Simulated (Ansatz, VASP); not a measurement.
One calculation of SnGe3O8, two programs

```xyz
12
Lattice="3.2078 -3.2542 -0.0002 3.2074 3.2538 0.0004 0.0000 0.0003 5.9966" Properties=species:S:1:pos:R:3 pbc="T T T"
Sn    3.2076    0.0000    2.9984
Ge    0.0001    0.0002    4.5378
Ge    0.0000    0.0001    1.4588
Ge    3.2077   -0.0002    0.0001
O     4.4851    0.0003    4.5931
O     4.4851   -0.0001    1.4037
O     3.2080   -1.9953   -0.0001
O     3.2080   -2.0738    2.9982
O     1.9302    0.0000    4.5931
O     1.9302   -0.0004    1.4037
O     3.2072    1.9949    0.0003
O     3.2073    2.0737    2.9986
```

Change from the starting cell: cell x1, atoms moved at random (sigma 0.15 Å) and cell strained at random (1.5 %), then relaxed without symmetry.

Alike in both runs: functional PBE; k mesh 4 × 4 × 2; occupations gaussian, width 0.1 eV; no spin polarisation.

Ansatz relaxed the structure, and its values are those at the end. VASP's run is a single point on that final structure, the one shown.

|  | VASP | Ansatz |
| --- | --- | --- |
| version | VASP 6.6.1 | Ansatz 0.2.0 |
| potentials or method | VASP PAW PBE potentials, release 64 (Sn_d, Ge_d, O), cutoff 520 eV | scalar-relativistic, plane waves, PAW |
| valence electrons in the cell | 104 | 104 |

```tsv
	VASP	Ansatz	Ansatz less VASP
gap on the k mesh at the Fermi level (eV)	0.86	0.87	+0.011
least direct gap on the mesh (eV)	0.86	0.87	+0.011
pressure (GPa)	0.3	0.0	-0.32
rms of the force components (eV/Å)	0.015	0.001	-0.0138
```

With one functional, cell and mesh, what is left measures potentials, basis and numerics.

The k mesh is coarse, so the values compare programs but aren't converged.
